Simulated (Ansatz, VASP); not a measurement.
## Cu5Mo in VASP and in Ansatz

INCAR

```
ALGO     = Normal         # electronic algorithm
EDIFF    = 1E-6           # SCF threshold, eV
ENCUT    = 520            # plane-wave cutoff, eV
GGA      = PE             # functional
ISIF     = 2              # what is computed and relaxed
ISMEAR   = 0              # smearing method
ISPIN    = 2              # spin polarisation
LASPH    = True           # aspherical terms in the spheres
LCHARG   = False          # write CHGCAR
LMAXMIX  = 4              # l up to which the mixer works
LORBIT   = 11             # projections on sites
LREAL    = False          # projectors in reciprocal space
LWAVE    = False          # write WAVECAR
MAGMOM   = 0 0 0 0 0 1    # initial moments
NBANDS   = 48             # bands
NELM     = 150            # most SCF steps
PREC     = Accurate       # precision mode
SIGMA    = 0.1            # smearing width, eV
```

File KPOINTS:

```
k-points
0
Gamma
  6 6 4
```

POSCAR

```
Cu5Mo
1.0
    4.7087483830      0.0000000000      0.0000000000
   -2.3543741915      4.0778957197      0.0000000000
    0.0000000000      0.0000000000      4.1168979751
Cu Mo
5 1
Direct
    0.5000000000      0.0000000000      0.5000000000
    0.5000000000      0.5000000000      0.5000000000
    0.0000000000      0.5000000000      0.5000000000
    0.3333333333      0.6666666667      0.0000000000
    0.6666666667      0.3333333333      0.0000000000
    0.0000000000      0.0000000000      0.0000000000
```

Input for Ansatz:

```yaml
crystal:
  lattice:
    - [4.708748383, 0.0, 0.0]
    - [-2.3543741915, 4.0778957197, 0.0]
    - [0.0, 0.0, 4.1168979751]
  atoms:
    - { symbol: Cu, position: [0.5, 0.0, 0.5] }
    - { symbol: Cu, position: [0.5, 0.5, 0.5] }
    - { symbol: Cu, position: [0.0, 0.5, 0.5] }
    - { symbol: Cu, position: [0.3333333333, 0.6666666667, 0.0] }
    - { symbol: Cu, position: [0.6666666667, 0.3333333333, 0.0] }
    - { symbol: Mo, position: [0.0, 0.0, 0.0], spin: 1.0 }
basis:
  ecutwfc: 420
kpoints:
  mp_grid: { grid: [6, 6, 4] }
hamiltonian:
  xc: pbe
scf:
  occupations: { method: gaussian, width: 0.1 }
  lower_state_search: "off"
output:
  forces: true
  stress: true
  eigenvalues: true
  populations: true
magnetization:
  spin_polarized: true
```

Change from the starting cell: species swapped into the LuNi5 type (P6/mmm, No. 191).

Alike in both runs: task single point; functional PBE; k mesh 6 × 6 × 4; occupations gaussian, width 0.1 eV; collinear spin.

|  | VASP | Ansatz |
| --- | --- | --- |
| version | VASP 6.6.1 | Ansatz 0.2.0 |
| potentials or method | VASP PAW PBE potentials, release 64 (Cu, Mo_sv), cutoff 520 eV | scalar-relativistic, plane waves, PAW |
| valence electrons in the cell | 69 | 109 |

```csv
,VASP,Ansatz,Ansatz less VASP
gap on the k mesh at the Fermi level (eV),none,none,-
pressure (GPa),0.4,0.1,-0.35
net moment per atom (μB),0.06,0.06,+0.004
size of the moment on the site where the two differ most (μB),0.26,0.25,-0.011
```

Site moments also hang on the region over which each program counts them. A gap of «none» marks a metal or a gap that the smearing closes. The functional is the same, so the differences come from potentials, cutoffs and numerics. VASP's potentials hold 69 valence electrons a cell and Ansatz's 109, so a difference there can come from the potentials and not from the codes.

The k mesh is coarse, so the values compare programs but aren't converged.
